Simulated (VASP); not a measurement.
# NaCl in VASP: a series of runs, part 2 of 3

VASP 6.6.1. Earlier steps stand in the parts before.

**3. Electric field gradients, PBEsol (zz strain of +2 %)**

The input, INCAR:

```
PREC = Accurate
ENCUT = 520
EDIFF = 1E-8
ISMEAR = -1
SIGMA = 0.03
LREAL = False
LASPH = True
NELM = 60
ALGO = Normal
ISIF = 2
LWAVE = False
LCHARG = False
GGA = PS
LEFG = True
NBANDS = 14
```

The input, KPOINTS:

```
Automatic mesh
0
Gamma
  9 9 9
```

The input, POSCAR:

```
NaCl
1.0
    2.8600000000      0.0000000000      0.0000000000
    0.0000000000      2.8600000000      0.0000000000
    0.0000000000      0.0000000000      2.9172000000
Na Cl
1 1
Direct
    0.0000000000      0.0000000000      0.0000000000
    0.5000000000      0.5000000000      0.5000000000
```

Potentials or basis: VASP PAW PBE potentials, release 64 (Na_pv, Cl).

Run with:

```bash
cat potpaw_PBE.64/Na_pv/POTCAR potpaw_PBE.64/Cl/POTCAR > POTCAR
mpirun -np 1 vasp_std > vasp.out
```

OUTCAR:

```text
PREC = Accurate
   ENCUT = 520
   EDIFF = 1E-8
   ISMEAR = -1
   LREAL = False
   LASPH = True
   NELM = 60
   ISIF = 2
   GGA = PS

 ion  position               nearest neighbor table
   1  0.000  0.000  0.000-   2 2.49   2 2.49   2 2.49   2 2.49   2 2.49   2 2.49   2 2.49   2 2.49

   2  0.500  0.500  0.500-   1 2.49   1 2.49   1 2.49   1 2.49   1 2.49   1 2.49   1 2.49   1 2.49

  LATTYP: Found a simple tetragonal cell.
 ALAT       =     2.8600000000
 C/A-ratio  =     1.0200000000

  Lattice vectors:

 A1 = (   2.8600000000,   0.0000000000,   0.0000000000)
 A2 = (   0.0000000000,   2.8600000000,   0.0000000000)
 A3 = (   0.0000000000,   0.0000000000,   2.9172000000)

Analysis of symmetry for initial positions (statically):
=====================================================================
 Subroutine PRICEL returns:
 Original cell was already a primitive cell.

 Routine SETGRP: Setting up the symmetry group for a
 simple tetragonal supercell.

 Subroutine GETGRP returns: Found 16 space group operations
 (whereof 16 operations were pure point group operations)
 out of a pool of 16 trial point group operations.

The static configuration has the point symmetry D_4h.

Analysis of symmetry for dynamics (positions and initial velocities):
=====================================================================
 Subroutine PRICEL returns:
 Original cell was already a primitive cell.

 Routine SETGRP: Setting up the symmetry group for a
 simple tetragonal supercell.

 Subroutine GETGRP returns: Found 16 space group operations
 (whereof 16 operations were pure point group operations)
 out of a pool of 16 trial point group operations.

The dynamic configuration has the point symmetry D_4h.

 Subroutine INISYM returns: Found 16 space group operations
 (whereof 16 operations are pure point group operations),
 and found     1 'primitive' translations

----------------------------------------------------------------------------------------

                                     Primitive cell

  volume of cell :      23.8615

  direct lattice vectors                    reciprocal lattice vectors
     2.860000000  0.000000000  0.000000000     0.349650350  0.000000000  0.000000000
     0.000000000  2.860000000  0.000000000     0.000000000  0.349650350  0.000000000
     0.000000000  0.000000000  2.917200000     0.000000000  0.000000000  0.342794460

  length of vectors
     2.860000000  2.860000000  2.917200000     0.349650350  0.349650350  0.342794460

  position of ions in fractional coordinates (direct lattice)
     0.000000000  0.000000000  0.000000000
     0.500000000  0.500000000  0.500000000

  ion indices of the primitive-cell ions
   primitive index   ion index
                 1           1
                 2           2

----------------------------------------------------------------------------------------

 KPOINTS: Automatic mesh

Automatic generation of k-mesh.
 Grid dimensions read from file:
 generate k-points for:    9    9    9

 Generating k-lattice:
[... 76 lines left out ...]
   EFERMI =   0.00;   METHOD = LEGACY
   ISMEAR =    -1;   SIGMA  =   0.03  broadening in eV -4-tet -1-fermi 0-gaus
   EFERMI_NEDOS =   21; number of points for ismear=-14 and -15
   IALGO  =     38    algorithm
   IMIX   =      4    mixing-type and parameters
     AMIX     =   0.40;   BMIX     =  1.00
     AMIX_MAG =   1.60;   BMIX_MAG =  1.00
  volume/ion in A,a.u.               =      11.93        80.51
  Fermi-wavevector in a.u.,A,eV,Ry     =   1.370518  2.589904 25.556091  1.878320
  Thomas-Fermi vector in A             =   2.496297
   LORBIT       =      0    0 simple, 1 ext, 2 COOP (PROOUT), +10 PAW based schemes
   GGA     = PS    functional components
   LHFCALC =     F    Hartree Fock is set to
   AEXX    =    0.0000 exact exchange contribution
   IVDW    =     0    specifies the selected vdW correction
   LEPSILON=     F    determine dielectric tensor
   LRPA    =     F    only Hartree local field effects (RPA)
 non-spin polarized calculation
  energy-cutoff  :      520.00
  volume of cell :       23.86
 maximum number of plane-waves:       663
 NGX is ok and might be reduce to    24
   NGX = 11   NGY = 11   NGZ = 11

 number of electron      13.9999999 magnetization

 Free energy of the ion-electron system (eV)
  ---------------------------------------------------
  ext. energy  EPLUGINS =         0.00000000
  ---------------------------------------------------
  free energy    TOTEN  =        -4.94420180 eV

  energy without entropy =       -4.94420180  energy(sigma->0) =       -4.94420180

 E-fermi :   7.1524     XC(G=0): -11.4554

 val. band max:        6.5056910175   @ k =   0.4444   0.0000   0.4444
 cond. band min:      11.0373737567   @ k =   0.4444   0.0000   0.4444
 fundamental gap:      4.5316827392
 Fermi energy:         7.1523988331

 k-point     1 :       0.0000    0.0000    0.0000
  band No.  band energies     occupation
      1     -16.0467      2.00000
      2     -16.0328      2.00000
      3     -16.0328      2.00000
      4     -10.3597      2.00000
      5       5.0019      2.00000
      6       5.3460      2.00000
      7       5.3460      2.00000
      8      12.8816      0.00000
      9      13.2019      0.00000
     10      13.5779      0.00000
     11      24.1164      0.00000
     12      24.1164      0.00000
     13      24.5538      0.00000
     14      28.2404      0.00000
[... 377 lines left out ...]
      1     -16.4146      2.00000
      2     -16.0400      2.00000
      3     -16.0272      2.00000
      4      -8.6126      2.00000
      5       0.0587      2.00000
      6       4.8721      2.00000
      7       5.1563      2.00000
      8      16.1815      0.00000
      9      16.5894      0.00000
     10      16.7205      0.00000
     11      17.3068      0.00000
     12      22.5006      0.00000
     13      22.6444      0.00000
     14      23.5345      0.00000

 [... further k-points ...]
[... 5 lines left out ...]
  --------------------------------------------------------------------------------------
  -------------------------------------------------------------------------------------
  Total        8.4817306      8.4817306      7.7728911      0.0000000     -0.0000000      0.0000000
  in kB      569.5040078    569.5040078    521.9091287      0.0000000     -0.0000000      0.0000000
  external PRESSURE =     553.6390481 kB  Pullay stress =       0.0000000 kB

 VOLUME and BASIS-vectors are now :
 -----------------------------------------------------------------------------
  energy-cutoff  :      520.00
  volume of cell :       23.86
      direct lattice vectors                 reciprocal lattice vectors
     2.860000000  0.000000000  0.000000000     0.349650350  0.000000000  0.000000000
     0.000000000  2.860000000  0.000000000     0.000000000  0.349650350  0.000000000
     0.000000000  0.000000000  2.917200000     0.000000000  0.000000000  0.342794460

 POSITION                                       TOTAL-FORCE (eV/Angst)
 -----------------------------------------------------------------------------------
      0.00000      0.00000      0.00000         0.000000      0.000000      0.000000
      1.43000      1.43000      1.45860         0.000000      0.000000      0.000000
 -----------------------------------------------------------------------------------
    total drift:                                0.000000     -0.000000     -0.000000

  FREE ENERGIE OF THE ION-ELECTRON SYSTEM (eV)
  ---------------------------------------------------
  free  energy   TOTEN  =        -4.9442017992 eV

  energy  without entropy=       -4.9442017992  energy(sigma->0) =       -4.94420180

 Electric field gradients (V/A^2)
---------------------------------------------------------------------
 ion       V_xx      V_yy      V_zz      V_xy      V_xz      V_yz
---------------------------------------------------------------------
   1       0.625     0.625    -1.249    -0.000     0.000    -0.000
   2      -5.434    -5.434    10.868    -0.000    -0.000    -0.000
---------------------------------------------------------------------

 Electric field gradients after diagonalization (V/A^2)
 (convention: |V_zz| > |V_xx| > |V_yy|)
----------------------------------------------------------------------
 ion       V_xx      V_yy      V_zz     asymmetry (V_yy - V_xx)/ V_zz
----------------------------------------------------------------------
   1       0.625     0.625    -1.249       0.000
   2      -5.434    -5.434    10.868       0.000
----------------------------------------------------------------------

           NMR quadrupolar parameters

 Cq : quadrupolar parameter    Cq=e*Q*V_zz/h
 eta: asymmetry parameters     (V_yy - V_xx)/ V_zz
 Q  : nuclear electric quadrupole moment in mb (millibarn)
----------------------------------------------------------------------
 ion       Cq(MHz)       eta       Q (mb)
----------------------------------------------------------------------
   1      -0.003       0.000       1.000
   2       0.026       0.000       1.000
----------------------------------------------------------------------
```

Run time: 11 s. Hardware: 1 thread of Intel Xeon Platinum 8488C (Sapphire Rapids), shared host; peak memory 0.14 GiB.

Results:

* Free energy: -4.9442 eV
* Pressure: 55.4 GPa
* Band gap on the k mesh: 4.53 eV, direct

Levels at points of the mesh, in eV from the valence-band top:
```csv
k point,band 5,band 6,band 7,band 8,band 9,band 10
"(0.00, 0.00, 0.00)",-1.50,-1.16,-1.16,6.38,6.70,7.07
```

Electric field gradients, principal values (V/Å²):
```
atom   least  middle  greatest (by size)
1 Na   0.625   0.625              -1.249
2 Cl  -5.434  -5.434              10.868
```

Caveat: the cell differs from its parent crystal (zz strain of +2 %); without QUAD_EFG the Cq values of the log hold for a quadrupole moment of 1 mb, not for the nuclei; the PAW data sets were made with another functional, which shifts forces and pressure a little. A k mesh can miss the band edges.

[end of part 2 of 3]
